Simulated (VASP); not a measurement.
# Ta4C3 (Pm-3m) in VASP: further runs, part 2 of 2

VASP 6.6.1.

### Step 3. Relaxation of cell and atoms, PBEsol

Input file INCAR:

```
SYSTEM = Ta4C3
ALGO = Normal ; EDIFF = 1E-7
EDIFFG = -0.005 ; ENCUT = 600
GGA = PS ; IBRION = 2
ISIF = 3 ; ISMEAR = 0
LASPH = .True. ; LCHARG = .False.
LREAL = .False. ; LWAVE = .False.
NELM = 60 ; NSW = 100
PREC = Accurate ; SIGMA = 0.1
```

Input file KPOINTS:

```
k-points
0
Gamma
  8 8 8
  0 0 0
```

Input file POSCAR:

```
Ta4C3
1.0
    4.4044711779      0.0000000000      0.0000000000
    0.0000000000      4.4044711779      0.0000000000
    0.0000000000      0.0000000000      4.4044711779
Ta C
4 3
Direct
    0.0000000000      0.5000000000      0.5000000000
    0.5000000000      0.0000000000      0.5000000000
    0.5000000000      0.5000000000      0.0000000000
    0.0000000000      0.0000000000      0.0000000000
    0.5000000000      0.0000000000      0.0000000000
    0.0000000000      0.5000000000      0.0000000000
    0.0000000000      0.0000000000      0.5000000000
```

Potentials or basis: VASP PAW PBE potentials, release 64 (Ta_pv, C).

The run is started by

```
$ cat potpaw_PBE.64/Ta_pv/POTCAR potpaw_PBE.64/C/POTCAR > POTCAR
$ mpirun -np 1 vasp_std > vasp.out
```

OUTCAR:

```text
SYSTEM = Ta4C3
   EDIFF = 1E-7
   EDIFFG = -0.005
   ENCUT = 600
   GGA = PS
   IBRION = 2
   ISIF = 3
   ISMEAR = 0
   LASPH = .True.
   LREAL = .False.
   NELM = 60
   NSW = 100
   PREC = Accurate

 ion  position               nearest neighbor table
   1  0.000  0.500  0.500-   6 2.20   7 2.20   6 2.20   7 2.20   3 3.11   3 3.11   4 3.11   4 3.11
                             2 3.11   4 3.11   2 3.11   4 3.11   2 3.11   3 3.11   3 3.11   2 3.11
   2  0.500  0.000  0.500-   5 2.20   7 2.20   5 2.20   7 2.20   3 3.11   3 3.11   4 3.11   4 3.11
                             1 3.11   3 3.11   3 3.11   1 3.11   4 3.11   1 3.11   4 3.11   1 3.11
   3  0.500  0.500  0.000-   5 2.20   6 2.20   5 2.20   6 2.20   2 3.11   1 3.11   2 3.11   2 3.11
                             4 3.11   4 3.11   2 3.11   1 3.11   4 3.11   1 3.11   1 3.11   4 3.11
   4  0.000  0.000  0.000-   5 2.20   6 2.20   7 2.20   7 2.20   6 2.20   5 2.20   1 3.11   2 3.11
                             1 3.11   1 3.11   3 3.11   2 3.11   1 3.11   2 3.11   3 3.11   3 3.11
   5  0.500  0.000  0.000-   2 2.20   3 2.20   4 2.20   2 2.20   3 2.20   4 2.20
   6  0.000  0.500  0.000-   1 2.20   3 2.20   4 2.20   1 2.20   4 2.20   3 2.20
   7  0.000  0.000  0.500-   1 2.20   2 2.20   4 2.20   4 2.20   1 2.20   2 2.20

  LATTYP: Found a simple cubic cell.
 ALAT       =     4.4044711779

  Lattice vectors:

 A1 = (   4.4044711779,   0.0000000000,   0.0000000000)
 A2 = (   0.0000000000,   4.4044711779,   0.0000000000)
 A3 = (   0.0000000000,   0.0000000000,   4.4044711779)

Analysis of symmetry for initial positions (statically):
=====================================================================
 Subroutine PRICEL returns:
 Original cell was already a primitive cell.

 Routine SETGRP: Setting up the symmetry group for a
 simple cubic supercell.

 Subroutine GETGRP returns: Found 48 space group operations
 (whereof 48 operations were pure point group operations)
 out of a pool of 48 trial point group operations.

The static configuration has the point symmetry O_h .

Analysis of symmetry for dynamics (positions and initial velocities):
=====================================================================
 Subroutine PRICEL returns:
 Original cell was already a primitive cell.
[... 145 lines left out ...]
   AEXX    =    0.0000 exact exchange contribution
   IVDW    =     0    specifies the selected vdW correction
   LEPSILON=     F    determine dielectric tensor
   LRPA    =     F    only Hartree local field effects (RPA)
 conjugate gradient relaxation of ions
 non-spin polarized calculation
 Gauss-broadening in eV      SIGMA  =   0.10
  energy-cutoff  :      600.00
  volume of cell :       85.44
 maximum number of plane-waves:      2897
 NGX is ok and might be reduce to    36
   NGX = 17   NGY = 17   NGZ = 17

--------------------------------------- Ionic step        1  -------------------------------------------

 number of electron      56.0000020 magnetization

 Free energy of the ion-electron system (eV)
  ---------------------------------------------------
  ext. energy  EPLUGINS =         0.00000000
  ---------------------------------------------------
  free energy    TOTEN  =       -82.76640964 eV

  energy without entropy =      -82.74988056  energy(sigma->0) =      -82.75814510

------------------------ aborting loop because EDIFF is reached ----------------------------------------

  FORCE on cell =-STRESS in cart. coord.  units (eV):
  Direction    XX          YY          ZZ          XY          YZ          ZX
  --------------------------------------------------------------------------------------
  -------------------------------------------------------------------------------------
  Total        0.1180015      0.1180015      0.1180015      0.0000000      0.0000000      0.0000000
  in kB        2.2126709      2.2126709      2.2126709      0.0000000      0.0000000      0.0000000
  external PRESSURE =       2.2126709 kB  Pullay stress =       0.0000000 kB
[... 69 lines left out ...]
--------------------------------------- Ionic step        3  -------------------------------------------

 number of electron      56.0000020 magnetization

 Free energy of the ion-electron system (eV)
  ---------------------------------------------------
  ext. energy  EPLUGINS =         0.00000000
  ---------------------------------------------------
  free energy    TOTEN  =       -82.76645004 eV

  energy without entropy =      -82.74990706  energy(sigma->0) =      -82.75817855

 E-fermi :   7.1104     XC(G=0): -13.0996

 val. band max:        7.1080328857   @ k =   0.5000   0.5000   0.5000
 cond. band min:       7.1907447414   @ k =   0.3750   0.0000   0.0000
 fundamental gap:      0.0827118557
 Fermi energy:         7.1104213403

 k-point     1 :       0.0000    0.0000    0.0000
  band No.  band energies     occupation
      1     -28.0385      2.00000
      2     -28.0385      2.00000
      3     -28.0385      2.00000
      4     -27.4087      2.00000
      5     -27.4087      2.00000
      6     -27.4087      2.00000
[... 853 lines left out ...]
     32       9.4775      0.00000
     33      10.3054      0.00000

 [... further k-points ...]
[... 5 lines left out ...]
  --------------------------------------------------------------------------------------
  -------------------------------------------------------------------------------------
  Total        0.0025157      0.0025157      0.0025157      0.0000000     -0.0000000     -0.0000000
  in kB        0.0471399      0.0471399      0.0471399      0.0000000     -0.0000000     -0.0000000
  external PRESSURE =       0.0471399 kB  Pullay stress =       0.0000000 kB
[... 22 lines left out ...]
  FREE ENERGIE OF THE ION-ELECTRON SYSTEM (eV)
  ---------------------------------------------------
  free  energy   TOTEN  =       -82.7664500404 eV

  energy  without entropy=      -82.7499070617  energy(sigma->0) =      -82.75817855

 reached required accuracy - stopping structural energy minimisation
```

OSZICAR:

```text
N       E                     dE             d eps       ncg     rms          rms(c)
DAV:   1     0.553504747417E+03    0.55350E+03   -0.33686E+04  2310   0.196E+03
DAV:   2    -0.584809295535E+02   -0.61199E+03   -0.60410E+03  2584   0.529E+02
DAV:   3    -0.927576500180E+02   -0.34277E+02   -0.33485E+02  3003   0.107E+02
[... 26 lines left out ...]
DAV:   3    -0.827664459745E+02    0.15761E-03   -0.47841E-04  2503   0.158E-01    0.214E-02
DAV:   4    -0.827664475541E+02   -0.15796E-05   -0.12749E-05  2776   0.245E-02    0.143E-02
DAV:   5    -0.827664491312E+02   -0.15771E-05   -0.20674E-06  2762   0.986E-03    0.501E-03
DAV:   6    -0.827664499323E+02   -0.80110E-06   -0.57945E-07  2590   0.540E-03    0.148E-03
DAV:   7    -0.827664500461E+02   -0.11388E-06   -0.34709E-08  1304   0.128E-03    0.409E-04
DAV:   8    -0.827664500404E+02    0.57762E-08   -0.63659E-09  1275   0.525E-04
   3 F= -.82766450E+02 E0= -.82758179E+02  d E =-.404041E-04
```

CONTCAR:

```text
Ta4C3
   1.00000000000000
     4.4054901601594469    0.0000000000000000    0.0000000000000000
     0.0000000000000000    4.4054901601594469    0.0000000000000000
     0.0000000000000000    0.0000000000000000    4.4054901601594469
  Ta              C
     4     3
Direct
     0.0000000000000000    0.5000000000000000    0.5000000000000000
     0.5000000000000000    0.0000000000000000    0.5000000000000000
     0.5000000000000000    0.5000000000000000    0.0000000000000000
     0.0000000000000000    0.0000000000000000    0.0000000000000000
     0.5000000000000000    0.0000000000000000    0.0000000000000000
     0.0000000000000000    0.5000000000000000    0.0000000000000000
     0.0000000000000000    0.0000000000000000    0.5000000000000000

  0.00000000E+00  0.00000000E+00  0.00000000E+00
  0.00000000E+00  0.00000000E+00  0.00000000E+00
  0.00000000E+00  0.00000000E+00  0.00000000E+00
  0.00000000E+00  0.00000000E+00  0.00000000E+00
  0.00000000E+00  0.00000000E+00  0.00000000E+00
  0.00000000E+00  0.00000000E+00  0.00000000E+00
  0.00000000E+00  0.00000000E+00  0.00000000E+00
```

Run time: 4.4 min. Hardware: 1 thread of Intel Xeon Platinum 8488C (Sapphire Rapids), shared host; peak memory 0.27 GiB.

What came out:

| Quantity | Value |
| --- | --- |
| Free energy | -82.7665 eV |
| Relaxed volume | 12.21 Å³/atom |
| Relaxed cell | a = 4.405 Å, b = 4.405 Å, c = 4.405 Å, α = 90.00°, β = 90.00°, γ = 90.00° |
| Space group after relaxing (to 0.1 Å) | Pm-3m (No. 221) |
| Energy gained by relaxing | 0.0 meV/atom |
| Ionic steps | 3 |
| Pressure after relaxing | 0.0 GPa |
| Band gap on the k mesh | zero (bands 28 and 29 overlap by 1.02 eV) |

Final structure:
```
Ta C
1.0
     4.40549    0.00000    0.00000
     0.00000    4.40549    0.00000
     0.00000    0.00000    4.40549
Ta C
4 3
Direct
  0.00000 0.50000 0.50000
  0.50000 0.00000 0.50000
  0.50000 0.50000 0.00000
  0.00000 0.00000 0.00000
  0.50000 0.00000 0.00000
  0.00000 0.50000 0.00000
  0.00000 0.00000 0.50000
```

Caveat: the PAW data sets were made with another functional, which shifts forces and pressure a little; spin-orbit coupling is left out, which moves the levels of the heavy elements.

The gap in the log of VASP goes by the Fermi energy; the results here count the filled bands.